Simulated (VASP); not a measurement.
Here is a VASP 6.6.1 calculation.

The input INCAR:

```
SYSTEM = Ga2O3
  ALGO = Normal
  EDIFF = 1E-6
  ENCUT = 520
  GGA = PE
  ISIF = 2
  ISMEAR = 0
  LASPH = .True.
  LCHARG = .True.
  LELF = .True.
  LREAL = .False.
  LVHAR = .True.
  LWAVE = .False.
  NBANDS = 55
  NELM = 60
  PREC = Accurate
  SIGMA = 0.05
```

File KPOINTS:

```
k-points
0
Gamma
  6 6 6
  0 0 0
```

The input POSCAR:

```
Ga2O3
1.0
    2.5287245564      1.3918442751      4.5191358157
   -2.5287245564      1.3918442751      4.5191358157
    0.0000000000     -2.9880351348      4.5848340068
Ga O
4 6
Direct
    0.3558687539      0.3558687539      0.3558687539
    0.1441312461      0.1441312461      0.1441312461
    0.6441312461      0.6441312461      0.6441312461
    0.8558687539      0.8558687539      0.8558687539
    0.5531733332      0.9468266668      0.2500000000
    0.2500000000      0.5531733332      0.9468266668
    0.9468266668      0.2500000000      0.5531733332
    0.4468266668      0.0531733332      0.7500000000
    0.7500000000      0.4468266668      0.0531733332
    0.0531733332      0.7500000000      0.4468266668
```

Potentials or basis: VASP PAW PBE potentials, release 64 (Ga_d, O).

Command:

```console
$ cat potpaw_PBE.64/Ga_d/POTCAR potpaw_PBE.64/O/POTCAR > POTCAR
$ mpirun -np 1 vasp_std > vasp.out
```

Question: What does it give for the band gap on the k mesh?

Answer: 2.38 eV, indirect (least direct gap 2.61 eV).

Question: Predict the largest force.

Answer: 0.193 eV/Å.

Question: Estimate the pressure.

Answer: 1.2 GPa.

Forces on the atoms (eV/Å):
```
Ga   0.055 -0.184  0.009
Ga   0.055  0.184 -0.009
Ga  -0.055  0.184 -0.009
Ga  -0.055 -0.184  0.009
O    0.056  0.000  0.000
O   -0.070 -0.081 -0.073
O   -0.070  0.081  0.073
O   -0.056  0.000  0.000
O    0.070  0.081  0.073
O    0.070 -0.081 -0.073
```

Caveat: the cell differs from its parent crystal (strain -0.0300 x Voigt [0, 0, 0, 1, 0, 0]). A k mesh can miss the band edges.
